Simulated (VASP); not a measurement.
A run of VASP 6.6.1 is set up as follows.

File INCAR:

```
ALGO = Normal
EDIFF = 1E-6
EDIFFG = -0.008
ENCUT = 600
GGA = PE
IBRION = 2
ISIF = 3
ISMEAR = 0
LASPH = T
LCHARG = F
LREAL = F
LWAVE = F
NELM = 60
NSW = 70
PREC = Accurate
PSTRESS = 100.0
SIGMA = 0.1
```

KPOINTS

```
k-points
0
Gamma
  21 21 8
```

The input POSCAR:

```
C
1.0
    2.3912924847      0.0000000000      0.0000000000
   -1.1956462423      2.0709200396      0.0000000000
    0.0000000000      0.0000000000      6.3349367564
C
4
Direct
    0.0000000000      0.0000000000      0.2500000000
    0.0000000000      0.0000000000      0.7500000000
    0.3333333333      0.6666666667      0.2500000000
    0.6666666667      0.3333333333      0.7500000000
```

Potentials or basis: VASP PAW PBE potentials, release 64 (C).

Run with:

```console
$ cat potpaw_PBE.64/C/POTCAR > POTCAR
$ mpirun -np 1 vasp_std > vasp.out
```

**Question.** Estimate the space group after relaxing (to 0.1 Å).

**Answer.** P6_3/mmc (No. 194).

**Question.** Estimate the band gap on the k mesh.

**Answer.** Zero (bands 8 and 9 overlap by 0.08 eV).

Step by step:
```csv
step,energy change (eV),largest force (eV/Å),pressure (GPa),volume (Å³)
1,0.0000,0.0000,32.70,31.37
2,0.3835,0.0000,-33.18,36.60
3,-0.2571,0.0000,7.38,32.89
4,-0.2522,0.0000,8.66,32.81
5,-0.2504,0.0000,9.10,32.78
6,-0.2404,0.0000,9.27,32.55
7,-0.2056,0.0000,9.90,31.85
8,-0.1071,0.0000,11.60,30.45
9,-0.1880,0.0000,10.20,31.55
10,-0.1850,0.0000,10.30,31.50
11,-0.1907,0.0000,8.73,31.60
12,-0.1860,0.0000,10.01,31.52
```

Caveat: the cell is relaxed towards a set pressure, so the run minimises the enthalpy, not the energy; this functional lacks dispersion, which binds the layers, so the pressure and a relaxed spacing across them are unreliable.
